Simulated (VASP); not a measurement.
Crystal: MoS2.

```
Mo S
1.0
     1.58000    0.91221    6.15000
    -1.58000    0.91221    6.15000
     0.00000   -1.82443    6.15000
Mo S
1 2
Direct
  0.00000 0.00000 0.00000
  0.25000 0.25000 0.25000
  0.41700 0.41700 0.41700
```

Program: VASP 6.6.1. Alike in all runs: task single point; potentials or basis VASP PAW PBE potentials, release 64 (Mo_sv, S); no spin polarisation; cell as given; k mesh 12 × 12 × 12; cutoff (eV) 520; smearing methfessel-paxton 0.15 eV.

Task: Order these runs on this cell by their pressure, lowest first.
A. level PBEsol
B. level revPBE
C. level BLYP

Result: A (0.3 GPa), B (7.1 GPa), C (12.9 GPa).

Caveats: the PAW data sets were made with another functional, which shifts forces and pressure a little; the cell stands under pressure (at least some runs).
